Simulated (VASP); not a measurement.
Input of a VASP 6.6.1 run:

File POSCAR:

```
Sb
1.0
   -1.5765401800      1.5765401800      2.7119384300
    1.5765401800     -1.5765401800      2.7119384300
    1.5765401800      1.5765401800     -2.7119384300
Sb
1
Direct
    0.0000000000      0.0000000000      0.0000000000
```

File INCAR.step1:

```
SYSTEM = Sb
PREC = Accurate
ENCUT = 520
ISMEAR = -1
SIGMA = 0.01
LREAL = .FALSE.
LASPH = .TRUE.
NELM = 100
NBANDS = 8
GGA = PE
ALGO = Normal
EDIFF = 1E-4
LWAVE = .TRUE.
LCHARG = .FALSE.
```

INCAR.step2

```
SYSTEM = Sb
PREC = Accurate
ENCUT = 520
EDIFF = 1E-7
ISMEAR = -1
SIGMA = 0.01
LREAL = .FALSE.
LASPH = .TRUE.
NELM = 100
ALGO = Normal
ISIF = 2
LWAVE = .FALSE.
LCHARG = .FALSE.
METAGGA = R2SCAN
LMIXTAU = .TRUE.
NBANDS = 8
ISTART = 1
```

The input KPOINTS:

```
Automatic mesh
0
G
  12 12 12
  0 0 0
```

Potentials or basis: VASP PAW PBE potentials, release 64 (Sb).

Launch:

```sh
$ cat potpaw_PBE.64/Sb/POTCAR > POTCAR
$ cp INCAR.step1 INCAR
$ mpirun -np 1 vasp_std > vasp.out
$ cp INCAR.step2 INCAR
$ mpirun -np 1 vasp_std > vasp.out
```

Question: Estimate the pressure.

Answer: 1.1 GPa.

Stress tensor (GPa, compression positive):
```
0.82 0.00 0.00
0.00 0.82 0.00
0.00 0.00 1.73
```

Caveat: the PAW data sets were made with another functional, which shifts forces and pressure a little.
